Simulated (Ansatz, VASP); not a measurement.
**One calculation of BN, two programs**

Contents of INCAR:

```
ALGO = Normal ; EDIFF = 1E-6
ENCUT = 600 ; GGA = PE
GGA_COMPAT = F ; ISIF = 2
ISMEAR = 0 ; LASPH = T
LCHARG = T ; LELF = T
LREAL = F ; LVHAR = T
LWAVE = F ; NBANDS = 16
NELM = 120 ; PREC = Accurate
SIGMA = 0.01
```

KPOINTS

```
k-points
0
Gamma
  12 12 8
```

POSCAR

```
BN
1.0
    2.5360000000      0.0000000000      0.0000000000
   -1.2680000000      2.1962404240      0.0000000000
    0.0000000000      0.0000000000      4.1990000000
B N
2 2
Direct
    0.6666666667      0.3333333333      0.0000000000
    0.3333333333      0.6666666667      0.5000000000
    0.6666666667      0.3333333333      0.3750000000
    0.3333333333      0.6666666667      0.8750000000
```

Input for Ansatz:

```yaml
crystal:
  lattice:
    a: 2.536
    b: 2.536
    c: 4.199
    alpha: 90.0
    beta: 90.0
    gamma: 120.0
  space_group: 186
  atoms:
    - { symbol: B, position: [0.6666666666666666, 0.3333333333333333, 0.0] }
    - { symbol: "N", position: [0.6666666666666666, 0.3333333333333333, 0.375] }
kpoints:
  mp_grid:
    grid: [12, 12, 8]
scf:
  occupations:
    method: fixed
output:
  eigenvalues: true
```

Alike in both runs: task single point; functional PBE; k mesh 12 × 12 × 8; no spin polarisation.

|  | VASP | Ansatz |
| --- | --- | --- |
| version | VASP 6.6.1 | Ansatz 0.2.0 |
| potentials or method | VASP PAW PBE potentials, release 64 (B, N) | plane waves, PAW |
| plane-wave cutoff (eV) | 600 | 420 |
| occupations | gaussian, width 0.01 eV | fixed |
| valence electrons in the cell | 16 | 16 |

VASP gave:

* gap on the k mesh at the Fermi level (eV): 5.20

Question: Which values does Ansatz return?

Answer: gap on the k mesh at the Fermi level (eV): 5.22.
